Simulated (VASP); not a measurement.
A run of VASP 6.6.1 is set up as follows.

The input INCAR:

```
PREC     = Accurate       # precision mode
ENCUT    = 840            # plane-wave cutoff, eV
EDIFF    = 1E-7           # SCF threshold, eV
ISMEAR   = 0              # smearing method
SIGMA    = 0.01           # smearing width, eV
LREAL    = False          # projectors in reciprocal space
LASPH    = True           # aspherical terms in the spheres
NELM     = 120            # most SCF steps
ALGO     = Normal         # electronic algorithm
ISIF     = 3              # what is computed and relaxed
LWAVE    = False          # write WAVECAR
LCHARG   = False          # write CHGCAR
GGA      = RP             # functional
IBRION   = 2              # ionic algorithm
NSW      = 100            # ionic steps
EDIFFG   = -0.02          # ionic threshold
GGA_COMPAT= False        
NELMIN   = 4
```

File KPOINTS:

```
Automatic mesh
0
Gamma
  6 6 6
```

Contents of POSCAR:

```
KMgF3
1.0
    3.9859000000      0.0000000000      0.0000000000
    0.0000000000      3.9859000000      0.0000000000
    0.0000000000      0.0000000000      3.9859000000
K Mg F
1 1 3
Direct
    0.5000000000      0.5000000000      0.5000000000
    0.0000000000      0.0000000000      0.0000000000
    0.5000000000      0.0000000000      0.0000000000
    0.0000000000      0.5000000000      0.0000000000
    0.0000000000      0.0000000000      0.5000000000
```

Potentials or basis: VASP PAW PBE potentials, release 64 (K_sv, Mg_sv, F).

Command:

```sh
$ cat potpaw_PBE.64/K_sv/POTCAR potpaw_PBE.64/Mg_sv/POTCAR potpaw_PBE.64/F/POTCAR > POTCAR
$ mpirun -np 1 vasp_std > vasp.out
```

**Question.** Predict the space group after relaxing (to 0.1 Å).

**Answer.** Pm-3m (No. 221).

**Question.** Estimate the band gap on the k mesh.

**Answer.** 6.84 eV (least direct gap 7.16 eV).

Step by step:
```
step  energy change (eV)  largest force (eV/Å)  pressure (GPa)  volume (Å³)
   1              0.0000                0.0000            8.19        63.33
   2             -0.1655                0.0000            1.02        69.45
   3             -0.1691                0.0000           -0.07        70.69
```

Caveat: the PAW data sets were made with another functional, which shifts forces and pressure a little. A k mesh can miss the band edges.
